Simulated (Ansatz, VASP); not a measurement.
## Two plane-wave programs on SnO2

```
Sn O
1.0
     4.73735    0.00000    0.00000
     0.00000    4.73735    0.00000
     0.00000    0.00000    3.18640
Sn O
2 4
Direct
  0.00000 0.00000 0.00000
  0.50000 0.50000 0.50000
  0.30562 0.30562 0.00000
  0.19438 0.80562 0.50000
  0.69438 0.69438 0.00000
  0.80562 0.19438 0.50000
```

Alike in both runs: task single point; functional PBE; k mesh 4 × 4 × 6; occupations gaussian, width 0.1 eV; no spin polarisation.

|  | VASP | Ansatz |
| --- | --- | --- |
| version | VASP 6.6.1 | Ansatz 0.2.0 |
| potentials or method | VASP PAW PBE potentials, release 64 (Sn_d, O), cutoff 600 eV | scalar-relativistic, plane waves, PAW |
| valence electrons in the cell | 52 | 52 |

Ansatz gave:

* gap on the k mesh at the Fermi level (eV): 1.25
* least direct gap on the mesh (eV): 1.25
* pressure (GPa): 10.8
* traceless stress, the component that is largest in VASP (GPa): 1.52
* rms of the force components (eV/Å): 0.015

Task: Estimate VASP's values.

Result: gap on the k mesh at the Fermi level (eV): 1.24; least direct gap on the mesh (eV): 1.24; pressure (GPa): 11.3; traceless stress, the component that is largest in VASP (GPa): 1.73; rms of the force components (eV/Å): 0.024.

Atom by atom the forces differ by 0.009 eV/Å (rms over components).
